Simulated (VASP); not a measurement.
Set up this calculation in VASP 6.6.1, as the native input.

```yaml
Task: single point
Functional: PBE
Dispersion: D3(BJ)
Potentials_or_basis: VASP PAW PBE potentials, release 64 (As)
Cutoff: 520 eV
k_mesh: 9 × 9 × 1
Occupations: gaussian, width 0.02 eV
Spin: no spin polarisation
Dipole_correction: yes
Further_INCAR_settings: ALGO = Normal; EDIFF = 1e-06; NBANDS = 12
```

The structure of As lies in POSCAR:

```
As
1.0
    3.3480000000      0.0000000000      0.0000000000
   -1.6740000000      2.8994530519      0.0000000000
    0.0000000000      0.0000000000     28.5742413766
As
2
Direct
    0.3333333333      0.6666666667      0.4685555956
    0.6666666667      0.3333333333      0.5314444044
```

One way to write it, as run:

INCAR

```
SYSTEM = As
  PREC = Accurate
  ENCUT = 520
  EDIFF = 1E-6
  ISMEAR = 0
  SIGMA = 0.02
  LREAL = .False.
  LASPH = .True.
  NELM = 80
  ALGO = Normal
  ISIF = 2
  LWAVE = .False.
  LCHARG = .False.
  LDIPOL = .True.
  IDIPOL = 3
  DIPOL = 0.5 0.5 0.500
  GGA = PE
  IVDW = 12
  NBANDS = 12
```

KPOINTS

```
regular mesh
0
Gamma
  9 9 1
  0 0 0
```

Potentials or basis: VASP PAW PBE potentials, release 64 (As).

Launch:

```sh
$ cat potpaw_PBE.64/As/POTCAR > POTCAR
$ mpirun -np 1 vasp_std > vasp.out
```

It gave:

```yaml
Largest_force: 2.584 eV/Å
Band_gap_on_the_k_mesh: zero (band 5 reaches -1.39 eV, above the bottom of band 6 at -2.94 eV)
Dispersion_energy_per_atom: -0.234 eV
```

Wall time 2.5 min on 1 thread of Intel(R) Xeon(R) Platinum 8259CL CPU @ 2.50GHz (Skylake/Cascade Lake) (shared host), peak memory 0.41 GiB.
